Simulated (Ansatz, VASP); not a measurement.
## ScGa3P2 in VASP and in Ansatz

```
Sc Ga P
1.0
     3.86133    0.00000    0.00000
     0.00000    3.86133    0.00000
     0.00000    0.00000    7.52843
Sc Ga P
1 3 2
Cartesian
  1.9307 1.9307 0.0000
  1.9307 1.9307 3.7642
  0.0000 0.0000 1.9503
  0.0000 0.0000 5.5781
  0.0000 1.9307 0.0000
  1.9307 0.0000 0.0000
```

Alike in both runs: task relaxation of cell and atoms; functional PBE; k mesh 4 × 4 × 2; occupations gaussian, width 0.1 eV; no spin polarisation.

|  | VASP | Ansatz |
| --- | --- | --- |
| version | VASP 6.6.1 | Ansatz 0.2.0 |
| potentials or method | VASP PAW PBE potentials, release 64 (Sc_sv, Ga_d, P), cutoff 600 eV | scalar-relativistic, plane waves, PAW |
| valence electrons in the cell | 60 | 60 |

|  | VASP | Ansatz | Ansatz less VASP |
| --- | --- | --- | --- |
| gap on the k mesh at the Fermi level, each at its own relaxed structure (eV) | none | none | - |
| relaxed volume (Å³/atom) | 22.96 | 23.01 | +0.056 |
| relaxed length of the cell vector where the two differ most in proportion (Å) | 5.030 | 5.042 | +0.0122 |

A gap of «none» marks a metal or a gap that the smearing closes.

The k mesh is coarse, so the values compare programs but aren't converged. Noted on VASP's run: the volume moved by over 15 % at a fixed basis, so the end points are rough.
